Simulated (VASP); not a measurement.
# W: single point with PBEsol

Crystal: W.

```
CELL_PARAMETERS angstrom
0.00000 1.94486 1.94486
1.94486 0.00000 1.94486
1.94486 1.94486 0.00000
ATOMIC_POSITIONS crystal
W 0.00000 0.00000 0.00000
```

This cell differs from its parent crystal: volume scaled by 0.92.

```json
{
  "Program": "VASP 6.6.1",
  "Task": "single point",
  "Functional": "PBEsol",
  "Potentials or basis": "VASP PAW PBE potentials, release 64 (W_sv)",
  "Cutoff": "520 eV",
  "k mesh": "15 × 15 × 15",
  "Occupations": "fermi-dirac, width 0.1 eV",
  "Spin": "no spin polarisation"
}
```

```json
{"Pressure": "30.3 GPa", "Band gap on the k mesh": "zero (band 7 reaches 15.42 eV, above the bottom of band 8 at 11.16 eV)"}
```

Levels at points of the mesh, in eV from the Fermi level:
```csv
k point,band 5,band 6,band 7,band 8,band 9,band 10
"(0.00, 0.00, 0.00)",-9.56,-0.72,-0.72,-0.72,2.92,2.92
```

Wall time 45 s on 1 thread of Intel Xeon 8259CL (shared host), peak memory 0.14 GiB.

Caveat: the PAW data sets were made with another functional, which shifts forces and pressure a little; spin-orbit coupling is left out, which moves the levels of the heavy elements.
